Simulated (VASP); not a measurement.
# Pd (P6_3/mmc) in VASP: settings compared

The runs below take Pd through single point, with PBEsol+D3(BJ), PBEsol.

Program: VASP 6.6.1. These are calculated values, not measurements. Logs are shortened: lines on timing, memory, paths and dates and some standing lists are left out, and cuts for length are marked.

## 1. The cell of the first run

The structure is hexagonal, space group P6_3/mmc (No. 194). Conventional cell: a = 2.763 Å, b = 2.763 Å, c = 9.118 Å, α = 90.00°, β = 90.00°, γ = 120.00°. Pd (site symmetry -3m) has 12 Pd at 2.76 to 2.78 Å within 3.6 Å. Within 3.6 Å of Pd (site symmetry -6m2) lie 12 Pd at 2.76 to 2.78 Å.

## 2. Single point, PBEsol+D3(BJ)

INCAR

```
SYSTEM = Pd
ALGO = Normal ; EDIFF = 1E-6
ENCUT = 520 ; GGA = PS
ISIF = 2 ; ISMEAR = 1
IVDW = 12 ; LASPH = .True.
LCHARG = .False. ; LREAL = .False.
LWAVE = .False. ; NBANDS = 28
NELM = 100 ; PREC = Accurate
SIGMA = 0.1
```

KPOINTS

```
k-points
0
Gamma
  9 9 3
  0 0 0
```

POSCAR

```
Pd
1.0
    2.7625600000      0.0000000000      0.0000000000
   -1.3812800000      2.3924500000      0.0000000000
    0.0000000000      0.0000000000      9.1183900000
Pd
4
Direct
    0.0000000000      0.0000000000      0.0000000000
    0.3333333333      0.6666666667      0.2500000000
    0.0000000000      0.0000000000      0.5000000000
    0.6666666667      0.3333333333      0.7500000000
```

Potentials or basis: VASP PAW PBE potentials, release 64 (Pd).

Launch:

```
> cat potpaw_PBE.64/Pd/POTCAR > POTCAR
> mpirun -np 1 vasp_std > vasp.out
```

OUTCAR:

```text
SYSTEM = Pd
   EDIFF = 1E-6
   ENCUT = 520
   GGA = PS
   ISIF = 2
   ISMEAR = 1
   IVDW = 12
   LASPH = .True.
   LREAL = .False.
   NELM = 100
   PREC = Accurate
 IVDW          = 12

 ion  position               nearest neighbor table
   1  0.000  0.000  0.000-   2 2.78   4 2.78   4 2.78   2 2.78   4 2.78   2 2.78
   2  0.333  0.667  0.250-   1 2.78   3 2.78   1 2.78   3 2.78   1 2.78   3 2.78
   3  0.000  0.000  0.500-   2 2.78   4 2.78   4 2.78   2 2.78   4 2.78   2 2.78
   4  0.667  0.333  0.750-   1 2.78   3 2.78   1 2.78   3 2.78   1 2.78   3 2.78

  LATTYP: Found a hexagonal cell.
 ALAT       =     2.7625600000
 C/A-ratio  =     3.3007029712

  Lattice vectors:

 A1 = (   2.7625600000,   0.0000000000,   0.0000000000)
 A2 = (  -1.3812800000,   2.3924500000,   0.0000000000)
 A3 = (   0.0000000000,   0.0000000000,   9.1183900000)

Analysis of symmetry for initial positions (statically):
=====================================================================
 Subroutine PRICEL returns:
 Original cell was already a primitive cell.

 Routine SETGRP: Setting up the symmetry group for a
 hexagonal supercell.

 Subroutine GETGRP returns: Found 24 space group operations
 (whereof 12 operations were pure point group operations)
 out of a pool of 24 trial point group operations.

The static configuration has the point symmetry D_3d.
 The point group associated with its full space group is D_6h.

Analysis of symmetry for dynamics (positions and initial velocities):
=====================================================================
 Subroutine PRICEL returns:
 Original cell was already a primitive cell.

 Routine SETGRP: Setting up the symmetry group for a
 hexagonal supercell.

 Subroutine GETGRP returns: Found 24 space group operations
 (whereof 12 operations were pure point group operations)
 out of a pool of 24 trial point group operations.

The dynamic configuration has the point symmetry D_3d.
 The point group associated with its full space group is D_6h.

 Subroutine INISYM returns: Found 24 space group operations
 (whereof 12 operations are pure point group operations),
 and found     1 'primitive' translations

----------------------------------------------------------------------------------------

                                     Primitive cell

  volume of cell :      60.2661

  direct lattice vectors                    reciprocal lattice vectors
     2.762560000  0.000000000  0.000000000     0.361983088  0.208990784  0.000000000
    -1.381280000  2.392450000  0.000000000     0.000000000  0.417981567  0.000000000
[... 92 lines left out ...]
   IBRION =     -1    ionic relax: 0-MD 1-quasi-New 2-CG
   NFREE  =      0    steps in history (QN), initial steepest desc. (CG)
   ISIF   =      2    stress and relaxation
   ISYM   =      2    0-nonsym 1-usesym 2-fastsym
   POTIM  = 0.5000    time-step for ionic-motion
   TEBEG  =    0.0;   TEEND  =   0.0 temperature during run
   PSTRESS=    0.0 pullay stress
   NELECT =      40.0000    total number of electrons
   NUPDOWN=      -1.0000    fix difference up-down
   EMIN   =  10.00;   EMAX   =-10.00  energy-range for DOS
   EFERMI =   0.00;   METHOD = LEGACY
   ISMEAR =     1;   SIGMA  =   0.10  broadening in eV -4-tet -1-fermi 0-gaus
   EFERMI_NEDOS =   21; number of points for ismear=-14 and -15
   IALGO  =     38    algorithm
   IMIX   =      4    mixing-type and parameters
     AMIX     =   0.40;   BMIX     =  1.00
     AMIX_MAG =   1.60;   BMIX_MAG =  1.00
  volume/ion in A,a.u.               =      15.07       101.67
  Fermi-wavevector in a.u.,A,eV,Ry     =   1.428030  2.698585 27.745937  2.039269
  Thomas-Fermi vector in A             =   2.548135
   LORBIT       =      0    0 simple, 1 ext, 2 COOP (PROOUT), +10 PAW based schemes
   GGA     = PS    functional components
   LHFCALC =     F    Hartree Fock is set to
   AEXX    =    0.0000 exact exchange contribution
   IVDW    =    12    specifies the selected vdW correction
   LEPSILON=     F    determine dielectric tensor
   LRPA    =     F    only Hartree local field effects (RPA)
 non-spin polarized calculation
 Methfessel and Paxton  Order N= 1 SIGMA  =   0.10
  energy-cutoff  :      520.00
  volume of cell :       60.27
 maximum number of plane-waves:      1638
 NGX is ok and might be reduce to    24
   NGX = 11   NGY = 11   NGZ = 33

 number of electron      40.0000014 magnetization

 Free energy of the ion-electron system (eV)
  ---------------------------------------------------
  ext. energy  EPLUGINS =         0.00000000
  ---------------------------------------------------
  free energy    TOTEN  =       -23.73494934 eV

  energy without entropy =      -23.72985475  energy(sigma->0) =      -23.73325114

 E-fermi :   9.2626     XC(G=0): -13.2499

 val. band max:        9.2544669431   @ k =   0.4444   0.1111   0.0000
 cond. band min:       9.2668892675   @ k =   0.3333   0.2222   0.3333
 fundamental gap:      0.0124223244
 Fermi energy:         9.2625705255

 k-point     1 :       0.0000    0.0000    0.0000
  band No.  band energies     occupation
      1       2.1897      2.00000
      2       3.8336      2.00000
      3       3.8501      2.00000
      4       4.0725      2.00000
      5       6.3985      2.00000
      6       6.4276      2.00000
[... 733 lines left out ...]
     27      18.9262      0.00000
     28      18.9263      0.00000

------------------------ aborting loop because EDIFF is reached ----------------------------------------

 Edisp (eV)   -2.43423

 E8    (eV) :    -1.6251

  FORCE on cell =-STRESS in cart. coord.  units (eV):
  Direction    XX          YY          ZZ          XY          YZ          ZX
  --------------------------------------------------------------------------------------
  -------------------------------------------------------------------------------------
  Total      -4.92993    -4.92994    -5.07173    -0.00000     0.00000     0.00000
  in kB    -131.06242  -131.06273  -134.83234    -0.00000     0.00000     0.00000
  external pressure =     -132.32 kB  Pullay stress =        0.00 kB

 VOLUME and BASIS-vectors are now :
 -----------------------------------------------------------------------------
  energy-cutoff  :      520.00
  volume of cell :       60.27
      direct lattice vectors                 reciprocal lattice vectors
     2.762560000  0.000000000  0.000000000     0.361983088  0.208990784  0.000000000
    -1.381280000  2.392450000  0.000000000     0.000000000  0.417981567  0.000000000
     0.000000000  0.000000000  9.118390000     0.000000000  0.000000000  0.109668483

 POSITION                                       TOTAL-FORCE (eV/Angst)
 -----------------------------------------------------------------------------------
      0.00000      0.00000      0.00000        -0.000000      0.000000     -0.000000
     -0.00000      1.59497      2.27960         0.000000      0.000000      0.000000
      0.00000      0.00000      4.55919         0.000000      0.000000     -0.000000
      1.38128      0.79748      6.83879        -0.000000     -0.000000      0.000000
 -----------------------------------------------------------------------------------
    total drift:                               -0.000000      0.000000      0.000000

  FREE ENERGIE OF THE ION-ELECTRON SYSTEM (eV)
  ---------------------------------------------------
  free  energy   TOTEN  =       -26.1691821609 eV

  energy  without entropy=      -26.1640875734  energy(sigma->0) =      -26.16748397
```

OSZICAR:

```text
N       E                     dE             d eps       ncg     rms          rms(c)
DAV:   1     0.262613517257E+03    0.26261E+03   -0.20159E+04  1344   0.139E+03
DAV:   2    -0.182821161384E+02   -0.28090E+03   -0.26795E+03  1412   0.323E+02
DAV:   3    -0.252060535449E+02   -0.69239E+01   -0.67931E+01  1540   0.541E+01
DAV:   4    -0.252661634619E+02   -0.60110E-01   -0.60091E-01  1488   0.501E+00
DAV:   5    -0.252671739225E+02   -0.10105E-02   -0.10104E-02  1472   0.695E-01    0.158E+01
DAV:   6    -0.238038286706E+02    0.14633E+01   -0.43001E+00  1468   0.162E+01    0.701E+00
DAV:   7    -0.240118084608E+02   -0.20798E+00   -0.21218E+00  1420   0.984E+00    0.589E+00
DAV:   8    -0.237944845936E+02    0.21732E+00   -0.19008E+00  1416   0.117E+01    0.351E+00
DAV:   9    -0.237384569121E+02    0.56028E-01   -0.29681E-01  1416   0.413E+00    0.704E-01
DAV:  10    -0.237351080719E+02    0.33488E-02   -0.12795E-02  1496   0.720E-01    0.158E-01
DAV:  11    -0.237351908830E+02   -0.82811E-04   -0.60863E-04  1468   0.215E-01    0.204E-01
DAV:  12    -0.237349523479E+02    0.23854E-03   -0.11468E-03  1460   0.206E-01    0.294E-02
DAV:  13    -0.237350322624E+02   -0.79915E-04   -0.39785E-04  1452   0.113E-01    0.114E-01
DAV:  14    -0.237349500977E+02    0.82165E-04   -0.33061E-04  1412   0.102E-01    0.979E-03
DAV:  15    -0.237349493388E+02    0.75888E-06   -0.51648E-06  1456   0.137E-02
   1 F= -.26169182E+02 E0= -.26167484E+02  d E =-.509459E-02
```

stdout:

```text
POSCAR found type information on POSCAR Pd
 POSCAR found :  1 types and       4 ions
 scaLAPACK will be used
 -----------------------------------------------------------------------------
|                                                                             |
|                                                                             |
|     You enforced a specific xc type in the INCAR file but a different       |
|     I HOPE YOU KNOW WHAT YOU ARE DOING!                                     |
|                                                                             |
 -----------------------------------------------------------------------------

 LDA part: xc-table for (Slater+PW92), standard interpolation
 POSCAR, INCAR and KPOINTS ok, starting setup
 FFT: planning ... GRIDC
 FFT: planning ... GRID_SOFT
 FFT: planning ... GRID
 WAVECAR not read
 entering main loop
```

Wall time 23 s (1 thread of Intel Xeon 6975P-C (Granite Rapids), shared host); peak memory 0.21 GiB.

Results:

| Property | Result |
| --- | --- |
| Free energy | -26.1692 eV |
| Pressure | -13.2 GPa |
| Band gap on the k mesh | zero (band 20 reaches 9.43 eV, above the bottom of band 21 at 8.59 eV) |
| Dispersion energy per atom | -0.609 eV |

Caveat: the PAW data sets were made with another functional, which shifts forces and pressure a little; pairwise dispersion overbinds metals, which lowers pressure and volume.

## 3. Single point, PBEsol

INCAR

```
  ALGO = Normal
  EDIFF = 1E-6
  ENCUT = 520
  GGA = PS
  ISIF = 2
  ISMEAR = 1
  LASPH = True
  LCHARG = True
  LELF = True
  LREAL = False
  LVHAR = True
  LWAVE = False
  NBANDS = 28
  NELM = 60
  PREC = Accurate
  SIGMA = 0.1
```

KPOINTS

```
k-points
0
Gamma
  9 9 3
```

POSCAR is that of step 2.

Potentials or basis: VASP PAW PBE potentials, release 64 (Pd).

Launch:

```
> cat potpaw_PBE.64/Pd/POTCAR > POTCAR
> mpirun -np 1 vasp_std > vasp.out
```

It took 26 s on 1 thread of Intel Xeon 6975P-C (Granite Rapids), shared host; peak memory 0.2 GiB.

It converged, with:

```yaml
Free_energy: -23.7349 eV
Pressure: -6.7 GPa
Band_gap_on_the_k_mesh: zero (band 20 reaches 9.43 eV, above the bottom of band 21 at 8.59 eV)
```

Stress tensor (GPa, compression positive):
```
-6.54  0.00  0.00
 0.00 -6.54  0.00
 0.00  0.00 -6.90
```

Levels at points of the mesh, in eV from the Fermi level:
| k point | band 17 | band 18 | band 19 | band 20 | band 21 | band 22 | band 23 | band 24 |
| --- | --- | --- | --- | --- | --- | --- | --- | --- |
| (0.00, 0.00, 0.00) | -1.46 | -1.03 | -1.03 | -0.67 | -0.67 | -0.13 | -0.13 | 0.88 |

Caveat: the PAW data sets were made with another functional, which shifts forces and pressure a little.

[end of part 1 of 2]
